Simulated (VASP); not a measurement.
Wanted: the native input for a VASP 6.6.1 run.

| Item | Value |
| --- | --- |
| Task | single point |
| Functional | LDA |
| Potentials or basis | VASP PAW LDA potentials, release 64 (Mo_sv) |
| Cutoff | 520 eV |
| k mesh | 10 × 10 × 10 |
| Occupations | fermi-dirac, width 0.05 eV |
| Spin | no spin polarisation |
| Dipole correction | no |
| Further INCAR settings | ALGO = Normal; EDIFF = 1e-06; NBANDS = 21 |

The structure of Mo lies in POSCAR:

```
Mo
1.0
    0.0000000000      2.7041431590      2.7041431590
    2.7041431590      0.0000000000      2.7041431590
    2.7041431590      2.7041431590      0.0000000000
Mo
2
Direct
   -0.1925000000     -0.1025000000     -0.1025000000
    0.1925000000      0.1025000000      0.1025000000
```

This cell differs from its parent crystal: shortest bond scaled by 0.82.

One way to write it, as run:

INCAR

```
ALGO = Normal
EDIFF = 1E-6
ENCUT = 520
ISIF = 2
ISMEAR = -1
LASPH = T
LCHARG = F
LREAL = F
LWAVE = F
NBANDS = 21
NELM = 80
PREC = Accurate
SIGMA = 0.05
```

KPOINTS

```
k-points
0
Gamma
  10 10 10
```

Potentials or basis: VASP PAW LDA potentials, release 64 (Mo_sv).

Launch:

```console
$ cat potpaw_LDA.64/Mo_sv/POTCAR > POTCAR
$ mpirun -np 1 vasp_std > vasp.out
```

Results of the run:

```
Pressure               : 29.7 GPa
Largest force          : 7.884 eV/Å
Band gap on the k mesh : zero (band 14 reaches 8.79 eV, above the bottom of band 15 at 7.88 eV)
```

Caveat: the cell differs from its parent crystal (shortest bond scaled by 0.82); forces of over 1 eV/Å act on the atoms, so gaps and moduli don't describe the material at rest.

Run time: 95 s on 1 thread of Intel Xeon 8259CL, on a shared host, peak memory 0.2 GiB.
